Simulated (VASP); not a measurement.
# MgSb2 (Cmcm) in VASP: notebook, part 2 of 3

VASP 6.6.1. The steps go on from the part before.

## (3) Single point, PBEsol+D4

This run uses another cell than the first one, of 23.89 Å³/atom.

The input, INCAR:

```
SYSTEM = MgSb2
ALGO     = Normal         ! electronic algorithm
EDIFF    = 1E-6           ! SCF threshold, eV
ENCUT    = 520            ! plane-wave cutoff, eV
GGA      = PS             ! functional
ISIF     = 2              ! what is computed and relaxed
ISMEAR   = -1             ! smearing method
IVDW     = 13             ! dispersion correction
LASPH    = .TRUE.         ! aspherical terms in the spheres
LCHARG   = .FALSE.        ! write CHGCAR
LREAL    = .FALSE.        ! projectors in reciprocal space
LWAVE    = .FALSE.        ! write WAVECAR
NBANDS   = 21             ! bands
NELM     = 100            ! most SCF steps
PREC     = Accurate       ! precision mode
SIGMA    = 0.1            ! smearing width, eV
```

The input, KPOINTS:

```
k-points
0
G
  4 4 4
  0 0 0
```

The input, POSCAR:

```
MgSb2
1.0
    4.5771166283     -2.8656224890      0.0000000000
    4.5771166283      2.8656224890      0.0000000000
    0.0000000000      0.0000000000      5.4631191391
Mg Sb
2 4
Direct
    0.3158830000      0.6841170000      0.7500000000
    0.6841170000      0.3158830000      0.2500000000
    0.6345660000      0.0337820000      0.7500000000
    0.9662180000      0.3654340000      0.7500000000
    0.0337820000      0.6345660000      0.2500000000
    0.3654340000      0.9662180000      0.2500000000
```

Potentials or basis: VASP PAW PBE potentials, release 64 (Mg, Sb).

Started as:

```bash
$ cat potpaw_PBE.64/Mg/POTCAR potpaw_PBE.64/Sb/POTCAR > POTCAR
$ mpirun -np 1 vasp_std > vasp.out
```

OUTCAR:

```text
SYSTEM = MgSb2
   EDIFF = 1E-6
   ENCUT = 520
   GGA = PS
   ISIF = 2
   ISMEAR = -1
   IVDW = 13
   LASPH = .TRUE.
   LREAL = .FALSE.
   NELM = 100
   PREC = Accurate

 ion  position               nearest neighbor table
   1  0.316  0.684  0.750-   3 3.06   4 3.06   4 3.16   3 3.16   6 3.20   5 3.20   6 3.20   5 3.20
                             4 3.32   3 3.32   2 3.45   2 3.45
   2  0.684  0.316  0.250-   5 3.06   6 3.06   6 3.16   5 3.16   4 3.20   3 3.20   4 3.20   3 3.20
                             5 3.32   6 3.32   1 3.45   1 3.45
   3  0.635  0.034  0.750-   4 3.04   1 3.06   1 3.16   6 3.19   6 3.19   2 3.20   2 3.20   4 3.25
                             4 3.25   1 3.32   5 3.56   5 3.56
   4  0.966  0.365  0.750-   3 3.04   1 3.06   1 3.16   5 3.19   5 3.19   2 3.20   2 3.20   3 3.25
                             3 3.25   1 3.32   6 3.56   6 3.56
   5  0.034  0.635  0.250-   6 3.04   2 3.06   2 3.16   4 3.19   4 3.19   1 3.20   1 3.20   6 3.25
                             6 3.25   2 3.32   3 3.56   3 3.56
   6  0.365  0.966  0.250-   5 3.04   2 3.06   2 3.16   3 3.19   3 3.19   1 3.20   1 3.20   5 3.25
                             5 3.25   2 3.32   4 3.56   4 3.56

  LATTYP: Found a base centered orthorhombic cell.
 ALAT       =     5.7312449780
 B/A-ratio  =     1.5972503866
 C/A-ratio  =     0.9532168246

  Lattice vectors:
[... 192 lines left out ...]
  band No.  band energies     occupation
      1      -5.1402      2.00000
      2      -1.9477      2.00000
      3      -0.8524      2.00000
      4       0.5471      2.00000
      5       1.8952      2.00000
      6       3.1682      2.00000
[... 493 lines left out ...]
     20      11.4862      0.00000
     21      12.2083      0.00000

------------------------ aborting loop because EDIFF is reached ----------------------------------------

  DFT-D4 for vdW energy calculation

  Edisp (eV):   -1.52777

  FORCE on cell =-STRESS in cart. coord.  units (eV):
  Direction    XX          YY          ZZ          XY          YZ          ZX
  --------------------------------------------------------------------------------------
  -------------------------------------------------------------------------------------
  Total       2.98294    -0.41358    -1.21823     0.00000     0.00000     0.00000
  in kB      33.34825    -4.62368   -13.61945     0.00000     0.00000     0.00000
  external pressure =        5.04 kB  Pullay stress =        0.00 kB

 VOLUME and BASIS-vectors are now :
 -----------------------------------------------------------------------------
  energy-cutoff  :      520.00
  volume of cell :      143.31
      direct lattice vectors                 reciprocal lattice vectors
     4.577116628 -2.865622489  0.000000000     0.109239078 -0.174482159  0.000000000
     4.577116628  2.865622489  0.000000000     0.109239078  0.174482159  0.000000000
     0.000000000  0.000000000  5.463119139     0.000000000  0.000000000  0.183045615

 POSITION                                       TOTAL-FORCE (eV/Angst)
 -----------------------------------------------------------------------------------
      4.57712      1.05522      4.09734         0.000000      0.085398      0.000000
      4.57712     -1.05522      1.36578         0.000000     -0.085398      0.000000
      3.05911     -1.72162      4.09734         0.379137      0.005991     -0.000000
      6.09513     -1.72162      4.09734        -0.379137      0.005991     -0.000000
      3.05911      1.72162      1.36578         0.379137     -0.005991     -0.000000
      6.09513      1.72162      1.36578        -0.379137     -0.005991      0.000000
 -----------------------------------------------------------------------------------
    total drift:                                0.000000     -0.000000      0.000000

  FREE ENERGIE OF THE ION-ELECTRON SYSTEM (eV)
  ---------------------------------------------------
  free  energy   TOTEN  =       -23.3358148209 eV

  energy  without entropy=      -23.2234198571  energy(sigma->0) =      -23.27961734
```

OSZICAR:

```text
N       E                     dE             d eps       ncg     rms          rms(c)
DAV:   1     0.890523149484E+02    0.89052E+02   -0.80308E+03   882   0.905E+02
DAV:   2    -0.145785203119E+02   -0.10363E+03   -0.99602E+02  1039   0.144E+02
DAV:   3    -0.218881835311E+02   -0.73097E+01   -0.71674E+01  1117   0.401E+01
DAV:   4    -0.219799700421E+02   -0.91787E-01   -0.91617E-01   997   0.481E+00
DAV:   5    -0.219810158351E+02   -0.10458E-02   -0.10458E-02  1058   0.655E-01    0.429E+00
DAV:   6    -0.218597884374E+02    0.12123E+00   -0.80098E-02  1005   0.101E+00    0.251E+00
DAV:   7    -0.218101097761E+02    0.49679E-01   -0.94542E-02  1062   0.113E+00    0.274E-01
DAV:   8    -0.218080839681E+02    0.20258E-02   -0.70538E-03  1017   0.375E-01    0.443E-02
DAV:   9    -0.218080516520E+02    0.32316E-04   -0.32306E-04  1022   0.871E-02    0.276E-02
DAV:  10    -0.218080478919E+02    0.37601E-05   -0.19518E-05  1074   0.205E-02    0.704E-03
DAV:  11    -0.218080464324E+02    0.14595E-05   -0.14669E-06   693   0.595E-03    0.211E-03
DAV:  12    -0.218080460354E+02    0.39695E-06   -0.30290E-07   601   0.269E-03
   1 F= -.23335815E+02 E0= -.23279617E+02  d E =-.112395E+00
```

It took 54 s on 1 thread of Intel Xeon Platinum 8488C (Sapphire Rapids), shared host; peak memory 0.26 GiB.

Results:

- Free energy: -23.3358 eV
- Pressure: 0.5 GPa
- Largest force: 0.379 eV/Å
- Band gap on the k mesh: zero (bands 12 and 13 overlap by 2.32 eV)
- Dispersion energy per atom: -0.255 eV

Forces in eV/Å, atoms in the order of the input:
```
Mg   0.000  0.085  0.000
Mg   0.000 -0.085  0.000
Sb   0.379  0.006  0.000
Sb  -0.379  0.006  0.000
Sb   0.379 -0.006  0.000
Sb  -0.379 -0.006  0.000
```

Caveat: the PAW data sets were made with another functional, which shifts forces and pressure a little; spin-orbit coupling is left out, which moves the levels of the heavy elements.

[end of part 2 of 3]
